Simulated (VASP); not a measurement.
# HfBiH2 (P6_3/mmc) in VASP: a series of runs, part 2 of 2

VASP 6.6.1. Earlier steps stand in the parts before.

## (4) Single point, PBE

This run uses another cell than the first one, of 14.02 Å³/atom, 1.047 times its volume.

The input, INCAR:

```
SYSTEM = HfBiH2
PREC     = Accurate       ! precision mode
ENCUT    = 520            ! plane-wave cutoff, eV
EDIFF    = 1E-7           ! SCF threshold, eV
ISMEAR   = 0              ! smearing method
SIGMA    = 0.1            ! smearing width, eV
LREAL    = .False.        ! projectors in reciprocal space
LASPH    = .True.         ! aspherical terms in the spheres
NELM     = 80             ! most SCF steps
ALGO     = Normal         ! electronic algorithm
ISIF     = 2              ! what is computed and relaxed
LWAVE    = .False.        ! write WAVECAR
LCHARG   = .True.         ! write CHGCAR
GGA      = PE             ! functional
LELF     = .True.         ! ELF
LVHAR    = .True.       
NBANDS   = 37             ! bands
```

The input, KPOINTS:

```
Automatic mesh
0
Gamma
  12 12 4
  0 0 0
```

The input, POSCAR:

```
HfBiH2
1.0
    3.4666269857      0.0000000000      0.0000000000
   -1.7333134929      3.0021870351      0.0000000000
    0.0000000000      0.0000000000     10.7771588146
Hf Bi H
2 2 4
Direct
    0.0000000000      0.0000000000      0.5000000000
    0.0000000000      0.0000000000      0.0000000000
    0.6666666667      0.3333333333      0.2500000000
    0.3333333333      0.6666666667      0.7500000000
    0.3333333333      0.6666666667      0.4644522442
    0.6666666667      0.3333333333      0.9644522442
    0.6666666667      0.3333333333      0.5355477558
    0.3333333333      0.6666666667      0.0355477558
```

Command:

```
cat potpaw_PBE.64/Hf_pv/POTCAR potpaw_PBE.64/Bi_d/POTCAR potpaw_PBE.64/H/POTCAR > POTCAR
mpirun -np 1 vasp_std > vasp.out
```

It took 4.5 min on 1 thread of Intel Xeon Platinum 8259CL at 2.50GHz (Skylake/Cascade Lake), shared host; peak memory 0.37 GiB.

Results (log left out):

```yaml
Free_energy: -42.5611 eV
Pressure: -0.5 GPa
Largest_force: 0.008 eV/Å
Band_gap_on_the_k_mesh: zero (band 27 reaches 8.24 eV, above the bottom of band 28 at 4.77 eV)
```

Forces in eV/Å, atoms in the order of the input:
```
Hf   0.000  0.000  0.000
Hf   0.000  0.000  0.000
Bi   0.000  0.000  0.000
Bi   0.000  0.000  0.000
H    0.000  0.000  0.008
H    0.000  0.000  0.008
H    0.000  0.000 -0.008
H    0.000  0.000 -0.008
```

Stress tensor (GPa, compression positive):
```
-0.53  0.00  0.00
 0.00 -0.53  0.00
 0.00  0.00 -0.40
```

Levels at points of the mesh, in eV from the Fermi level:
| k point | band 23 | band 24 | band 25 | band 26 | band 27 | band 28 | band 29 | band 30 | band 31 | band 32 |
| --- | --- | --- | --- | --- | --- | --- | --- | --- | --- | --- |
| (0.00, 0.00, 0.00) | -1.44 | -0.45 | -0.45 | -0.30 | -0.30 | -0.30 | 1.48 | 1.78 | 1.78 | 2.10 |
| (0.50, 0.00, 0.00) | -4.57 | -3.70 | -3.64 | -0.24 | -0.21 | -0.18 | -0.13 | 1.31 | 1.31 | 2.50 |
| (0.00, 0.00, 0.50) | -0.86 | -0.86 | -0.38 | -0.38 | -0.38 | -0.38 | 1.91 | 1.91 | 1.91 | 1.91 |
| (0.50, 0.00, 0.50) | -4.45 | -4.45 | -2.28 | -2.28 | 0.21 | 0.21 | 0.54 | 0.54 | 2.89 | 2.89 |

Caveat: spin-orbit coupling is left out, which moves the levels of the heavy elements.

## (5) Relaxation of cell and atoms, PBE

The input, INCAR:

```
SYSTEM = HfBiH2
  PREC = Accurate
  ENCUT = 600
  EDIFF = 1E-6
  ISMEAR = 0
  SIGMA = 0.1
  LREAL = .False.
  LASPH = .True.
  NELM = 60
  ALGO = Normal
  ISIF = 3
  LWAVE = .False.
  LCHARG = .False.
  GGA = PE
  IBRION = 2
  NSW = 90
  EDIFFG = -0.04
```

The input, KPOINTS:

```
Automatic mesh
0
Gamma
  6 6 2
  0 0 0
```

The input, POSCAR:

```
HfBiH2
1.0
    3.2815746700      0.0000000000      0.0000000000
   -1.6407873400      2.8419270300      0.0000000000
    0.0000000000      0.0000000000     11.4922202700
Hf Bi H
2 2 4
Direct
    0.0000000000      0.0000000000      0.5000000000
    0.0000000000      0.0000000000      0.0000000000
    0.6666666700      0.3333333300      0.2500000000
    0.3333333300      0.6666666700      0.7500000000
    0.3333333300      0.6666666700      0.4008386700
    0.6666666700      0.3333333300      0.9008386700
    0.6666666700      0.3333333300      0.5991613300
    0.3333333300      0.6666666700      0.0991613300
```

Command:

```
cat potpaw_PBE.64/Hf_pv/POTCAR potpaw_PBE.64/Bi_d/POTCAR potpaw_PBE.64/H/POTCAR > POTCAR
mpirun -np 1 vasp_std > vasp.out
```

Run time: 12 min. Hardware: 1 thread of Intel Xeon Platinum 8259CL at 2.50GHz (Skylake/Cascade Lake), shared host; peak memory 0.31 GiB.

It converged, with:

- Free energy: -42.5858 eV
- Relaxed volume: 14.08 Å³/atom
- Relaxed cell: a = 3.441 Å, b = 3.441 Å, c = 10.985 Å, α = 90.00°, β = 90.00°, γ = 120.00°
- Space group after relaxing (to 0.05 Å): P6_3/mmc (No. 194)
- Energy gained by relaxing: 260.3 meV/atom
- Ionic steps: 16
- Pressure after relaxing: 0.0 GPa
- Largest force after relaxing: 0.034 eV/Å
- Band gap on the k mesh: zero (band 27 reaches 7.82 eV, above the bottom of band 28 at 4.77 eV)

Forces on the atoms (eV/Å):
```
Hf   0.000  0.000  0.000
Hf   0.000  0.000  0.000
Bi   0.000  0.000  0.000
Bi   0.000  0.000  0.000
H    0.000  0.000 -0.034
H    0.000  0.000 -0.034
H    0.000  0.000  0.034
H    0.000  0.000  0.034
```

Stress tensor (GPa, compression positive):
```
 0.16  0.00  0.00
 0.00  0.16  0.00
 0.00  0.00 -0.32
```

Step by step:
```
step  energy change (eV)  largest force (eV/Å)  pressure (GPa)  volume (Å³)
   1              0.0000                1.7134            3.39       107.18
   2             -0.5674                1.4788           -0.67       111.63
   3             -1.2200                1.0040           -6.73       121.57
   4             -1.6462                0.7033           -2.95       117.11
   5             -1.8256                0.3291            2.37       112.34
   6             -1.9086                0.2253            1.62       113.26
   7             -2.0108                0.0639           -0.11       115.48
   8             -2.0265                0.0228           -0.87       116.48
   9             -2.0291                0.0006           -1.35       117.09
  10             -2.0526                0.0282            0.19       114.60
  11             -2.0559                0.0507            1.28       113.00
  12             -2.0665                0.0481            1.07       112.56
  13             -2.0793                0.0518            0.77       111.82
  14             -2.0148                0.0817            0.74       110.18
  15             -2.0802                0.0522            0.74       111.66
  16             -2.0828                0.0338            0.00       112.62
```

Final structure:
```
CELL_PARAMETERS angstrom
3.44063 0.00000 0.00000
-1.72031 2.97967 0.00000
0.00000 0.00000 10.98481
ATOMIC_POSITIONS crystal
Hf 0.00000 0.00000 0.50000
Hf 0.00000 0.00000 0.00000
Bi 0.66667 0.33333 0.25000
Bi 0.33333 0.66667 0.75000
H 0.33333 0.66667 0.46448
H 0.66667 0.33333 0.96448
H 0.66667 0.33333 0.53552
H 0.33333 0.66667 0.03552
```

Levels at points of the mesh, in eV from the Fermi level:
| k point | band 25 | band 26 | band 27 | band 28 | band 29 | band 30 | band 31 | band 32 |
| --- | --- | --- | --- | --- | --- | --- | --- | --- |
| (0.00, 0.00, 0.00) | -0.43 | -0.31 | -0.31 | -0.28 | 1.29 | 1.88 | 1.88 | 2.16 |
| (0.50, 0.00, 0.00) | -3.71 | -0.36 | -0.35 | -0.28 | -0.06 | 1.34 | 1.38 | 2.32 |
| (0.00, 0.00, 0.50) | -0.37 | -0.37 | -0.37 | -0.37 | 2.00 | 2.00 | 2.00 | 2.00 |
| (0.50, 0.00, 0.50) | -2.39 | -2.39 | 0.31 | 0.31 | 0.41 | 0.41 | 2.85 | 2.85 |

Caveat: the k points lie up to 0.35 Å⁻¹ apart in the final cell; spin-orbit coupling is left out, which moves the levels of the heavy elements.

## (6) The runs side by side

```tsv
task	cell	k mesh	cutoff (eV)	gap on the mesh (eV)	pressure (GPa)	largest force (eV/Å)
single point	a = 3.282, b = 3.282, c = 11.492 Å, angles 90.0, 90.0, 120.0°, 8 atoms	6 × 6 × 2	520	none	3.3	1.71
single point	a = 3.442, b = 3.442, c = 10.990 Å, angles 90.0, 90.0, 120.0°, 8 atoms	6 × 6 × 2	520	none	-0.4	0.02
single point	a = 3.467, b = 3.467, c = 10.777 Å, angles 90.0, 90.0, 120.0°, 8 atoms	12 × 12 × 4	520	none	-0.5	0.01
relaxation of cell and atoms	relaxed from a = 3.282, b = 3.282, c = 11.492 Å, angles 90.0, 90.0, 120.0°, 8 atoms	6 × 6 × 2	600	none	0.0	0.03
```

Alike in all rows: level PBE; potentials or basis VASP PAW PBE potentials, release 64 (Hf_pv, Bi_d, H); no spin polarisation; smearing gaussian 0.1 eV.

Caveats: some runs use coarse meshes; spin-orbit coupling is left out, which moves the levels of the heavy elements; forces of over 1 eV/Å act on the atoms, so gaps and moduli don't describe the material at rest (some runs).

Total energies depend on the potentials used, so only differences within one code and one set of settings carry meaning.
